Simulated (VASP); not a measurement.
La2Ge5As: single point with PBE

Crystal: La2Ge5As.

```
CELL_PARAMETERS angstrom
2.67289 1.54319 8.68921
-2.67289 1.54319 8.68921
0.00000 -3.08638 8.68921
ATOMIC_POSITIONS crystal
La 0.75186 0.75186 0.75186
La 0.24814 0.24814 0.24814
Ge 0.37254 0.37254 0.37254
Ge 0.87774 0.87774 0.87774
Ge 0.12226 0.12226 0.12226
Ge 0.62746 0.62746 0.62746
Ge 0.50000 0.50000 0.50000
As 0.00000 0.00000 0.00000
```

The cell was built from a structure type or drawn by symmetry, and may not be a known phase.

```json
{"Program": "VASP 6.6.1", "Task": "single point", "Functional": "PBE", "Potentials or basis": "VASP PAW PBE potentials, release 64 (La, Ge_d, As)", "Cutoff": "520 eV", "k mesh": "6 × 6 × 6", "Occupations": "gaussian, width 0.1 eV", "Spin": "no spin polarisation", "Dipole correction": "no", "Further INCAR settings": "ALGO = Normal; EDIFF = 1e-06; NBANDS = 58"}
```

The pressure is -6.6 GPa and the largest force is 0.113 eV/Å. The band gap on the k mesh is zero (an odd number of electrons rules out a gap without spin polarisation).

Forces in eV/Å, atoms in the order of the input:
```
La   0.000  0.000 -0.011
La   0.000  0.000  0.011
Ge   0.000  0.000 -0.113
Ge   0.000  0.000  0.035
Ge   0.000  0.000 -0.035
Ge   0.000  0.000  0.113
Ge   0.000  0.000  0.000
As   0.000  0.000  0.000
```

Stress tensor (GPa, compression positive):
```
-6.53  0.00  0.00
 0.00 -6.53  0.00
 0.00  0.00 -6.64
```

Levels at points of the mesh, in eV from the Fermi level:
```tsv
k point	band 47	band 48	band 49	band 50	band 51	band 52
(0.00, 0.00, 0.00)	-1.44	-1.25	-0.40	-0.40	0.58	0.58
(0.50, 0.00, 0.00)	-0.33	-0.10	-0.02	0.35	0.45	0.93
(0.50, 0.50, 0.00)	-0.38	0.28	0.33	0.36	0.48	0.69
(0.50, 0.50, 0.50)	-1.37	-1.17	-1.17	0.37	0.56	0.58
```

Run time: 25 min on 1 thread of AMD EPYC 7R43 64-Core Processor (Zen 3), with other jobs on the host, peak memory 0.89 GiB.

Caveat: the cell stands under tension; spin-orbit coupling is left out, which moves the levels of the heavy elements.
